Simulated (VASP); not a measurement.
SiNi:

```
Ni Si
1.0
     2.94277    0.00000    0.00000
     0.00000    3.28033    0.00000
     0.00000    0.00000    4.67745
Ni Si
2 2
Direct
  0.50000 0.50000 0.34250
  0.00000 0.00000 0.65750
  0.50000 0.50000 0.84314
  0.00000 0.00000 0.15686
```

Base run:

| Item | Value |
| --- | --- |
| Program | VASP 6.6.1 |
| Functional | r2SCAN |
| Potentials or basis | VASP PAW PBE potentials, release 64 (Ni, Si) |
| Cutoff | 660 eV |
| k mesh | 9 × 8 × 6 |
| Occupations | fermi-dirac, width 0.05 eV |
| Spin | collinear spin, ferromagnetic start |
| Starting moments | [1.0, 1.0, 0.0, 0.0] μB |
| Hubbard terms | Ni d U = 8.0 eV |

Its results: band gap on the k mesh zero (filled and empty bands overlap); pressure -13.1 GPa; net moment 0.00 μB per cell; largest force 0.497 eV/Å.

**Question.** After a change of settings the same cell gave: band gap on the k mesh zero (filled and empty bands overlap); pressure 10.4 GPa; net moment 0.00 μB per cell; largest force 0.126 eV/Å. Which change was it?
A. functional from r2SCAN to RPBE; cutoff from 660 eV to 520 eV; hubbard terms from Ni d U = 8.0 eV to none
B. functional from r2SCAN to PBEsol; cutoff from 660 eV to 520 eV; hubbard terms from Ni d U = 8.0 eV to Ni d U = 2.0 eV
C. hubbard terms from Ni d U = 8.0 eV to Ni d U = 3.0 eV

**Answer.** A.

Caveats: the PAW data sets were made with another functional, which shifts forces and pressure a little; the cell stands under tension (at least some runs); the U is typed as a test and isn't derived for this compound (at least some runs); the cell stands under pressure (at least some runs).
